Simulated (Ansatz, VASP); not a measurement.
## Two plane-wave programs on TiC

Contents of INCAR:

```
PREC = Accurate
ENCUT = 520
EDIFF = 1E-6
ISMEAR = 0
SIGMA = 0.15
LREAL = F
LASPH = T
NELM = 60
ALGO = Normal
ISIF = 2
LWAVE = F
LCHARG = F
GGA = PS
NBANDS = 15
```

The input KPOINTS:

```
regular mesh
0
Gamma
  14 14 14
```

POSCAR

```
TiC
1.0
    0.0000000000      2.1466854677      2.1466854677
    2.1466854677      0.0000000000      2.1466854677
    2.1466854677      2.1466854677      0.0000000000
Ti C
1 1
Direct
    0.0000000000      0.0000000000      0.0000000000
    0.5000000000      0.5000000000      0.5000000000
```

Input for Ansatz:

```yaml
crystal:
  lattice:
    - [0.0, 2.1466854677, 2.1466854677]
    - [2.1466854677, 0.0, 2.1466854677]
    - [2.1466854677, 2.1466854677, 0.0]
  atoms:
    - { symbol: Ti, position: [0.0, 0.0, 0.0] }
    - { symbol: C, position: [0.5, 0.5, 0.5] }
basis:
  ecutwfc: 420
kpoints:
  mp_grid: { grid: [14, 14, 14] }
hamiltonian:
  xc: pbesol
scf:
  occupations: { method: gaussian, width: 0.15 }
output:
  forces: true
  stress: true
  eigenvalues: true
  write_density: true
  write_potential: true
  elf: true
  volumetric_format: npy
```

Alike in both runs: task single point; functional PBEsol; k mesh 14 × 14 × 14; occupations gaussian, width 0.15 eV; no spin polarisation.

|  | VASP | Ansatz |
| --- | --- | --- |
| version | VASP 6.6.1 | Ansatz 0.2.0 |
| potentials or method | VASP PAW PBE potentials, release 64 (Ti_sv, C), cutoff 520 eV | scalar-relativistic, plane waves, PAW |
| valence electrons in the cell | 16 | 16 |

```csv
,VASP,Ansatz,Ansatz less VASP
gap on the k mesh at the Fermi level (eV),none,none,-
pressure (GPa),0.3,0.0,-0.28
```

VASP's potentials were made for PBE, not for PBEsol. A gap of «none» marks a metal or a gap that the smearing closes.
